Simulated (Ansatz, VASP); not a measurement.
**K: VASP beside Ansatz**

```
CELL_PARAMETERS angstrom
-2.64205 2.64205 2.64205
2.64205 -2.64205 2.64205
2.64205 2.64205 -2.64205
ATOMIC_POSITIONS crystal
K 0.00000 0.00000 0.00000
```

Alike in both runs: task single point; functional PBE; k mesh 12 × 12 × 12; occupations gaussian, width 0.05 eV; no spin polarisation.

|  | VASP | Ansatz |
| --- | --- | --- |
| version | VASP 6.6.1 | Ansatz 0.2.0 |
| potentials or method | VASP PAW PBE potentials, release 64 (K_sv), cutoff 520 eV | scalar-relativistic, plane waves, PAW |
| valence electrons in the cell | 9 | 9 |

|  | VASP | Ansatz | Ansatz less VASP |
| --- | --- | --- | --- |
| gap on the k mesh at the Fermi level (eV) | none | none | - |
| pressure (GPa) | 0.0 | 0.0 | +0.01 |

A gap of «none» marks a metal or a gap that the smearing closes. With one functional, cell and mesh, what is left measures potentials, basis and numerics.
